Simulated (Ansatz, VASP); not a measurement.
# Ge: VASP beside Ansatz

```xyz
4
Lattice="4.0504 0.0000 0.0000 -2.0252 3.5078 0.0000 0.0000 0.0000 10.9934" Properties=species:S:1:pos:R:3 pbc="T T T"
Ge    0.0000    0.0000   10.5455
Ge    0.0000    0.0000    5.2488
Ge    0.0000    2.3385   10.0573
Ge    2.0252    1.1693    4.5606
```

Alike in both runs: task single point; functional PBEsol; k mesh 6 × 6 × 2; occupations fermi-dirac, width 0.05 eV; no spin polarisation.

|  | VASP | Ansatz |
| --- | --- | --- |
| version | VASP 6.6.1 | Ansatz 0.2.0 |
| potentials or method | VASP PAW PBE potentials, release 64 (Ge_d) | plane waves, PAW |
| plane-wave cutoff (eV) | 520 | 420 |
| valence electrons in the cell | 56 | 56 |

|  | VASP | Ansatz | Ansatz less VASP |
| --- | --- | --- | --- |
| rms of the force components (eV/Å) | 0.125 | 0.126 | +0.0019 |

VASP's potentials were made for PBE, not for PBEsol. Atom by atom the forces differ by 0.004 eV/Å (rms over components).
